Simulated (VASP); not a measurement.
Here is a VASP 6.6.1 calculation.

The input INCAR:

```
ALGO = Fast
EDIFF = 1E-6
ENCUT = 520
GGA = PE
ISIF = 2
ISMEAR = 0
LASPH = True
LCHARG = False
LREAL = False
LWAVE = False
NBANDS = 12
NELM = 100
PREC = Accurate
SIGMA = 0.15
```

File KPOINTS:

```
k-points
0
Gamma
  22 22 22
```

POSCAR

```
Zn
1.0
   -0.9664856864      1.6804533854      1.6804533854
    1.6804533854     -0.9664856864      1.6804533854
    1.6804533854      1.6804533854     -0.9664856864
Zn
1
Direct
    0.0000000000      0.0000000000      0.0000000000
```

Potentials or basis: VASP PAW PBE potentials, release 64 (Zn).

The run is started by

```console
$ cat potpaw_PBE.64/Zn/POTCAR > POTCAR
$ mpirun -np 1 vasp_std > vasp.out
```

**Question.** What does it give for the pressure?

**Answer.** 4.6 GPa.

**Question.** What does it give for the band gap on the k mesh?

**Answer.** Zero (bands 6 and 7 overlap by 7.98 eV).

Stress tensor (GPa, compression positive):
```
 4.60 -0.98 -0.98
-0.98  4.60 -0.98
-0.98 -0.98  4.60
```

Caveat: the cell stands under pressure.
